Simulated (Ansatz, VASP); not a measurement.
# Two plane-wave programs on BiW

```
Bi W
1.0
     3.37249    0.00000    0.00000
    -1.68624    2.92066    0.00000
     0.00000    0.00000    4.28250
Bi W
1 1
Direct
  0.66667 0.33333 0.00000
  0.00000 0.00000 0.50000
```

Alike in both runs: functional PBE; k mesh 6 × 6 × 4; occupations gaussian, width 0.1 eV; no spin polarisation.

Ansatz relaxed the structure, and its values are those at the end. VASP's run is a single point on that final structure, the one shown.

|  | VASP | Ansatz |
| --- | --- | --- |
| version | VASP 6.6.1 | Ansatz 0.2.0 |
| potentials or method | VASP PAW PBE potentials, release 64 (Bi_d, W_sv), cutoff 520 eV | scalar-relativistic, plane waves, PAW |
| valence electrons in the cell | 29 | 29 |

```csv
,VASP,Ansatz,Ansatz less VASP
gap on the k mesh at the Fermi level (eV),none,none,-
pressure (GPa),0.0,-0.1,-0.09
```

A gap of «none» marks a metal or a gap that the smearing closes. With one functional, cell and mesh, what is left measures potentials, basis and numerics.

The k mesh is coarse, so the values compare programs but aren't converged. Neither program's run includes spin-orbit coupling.
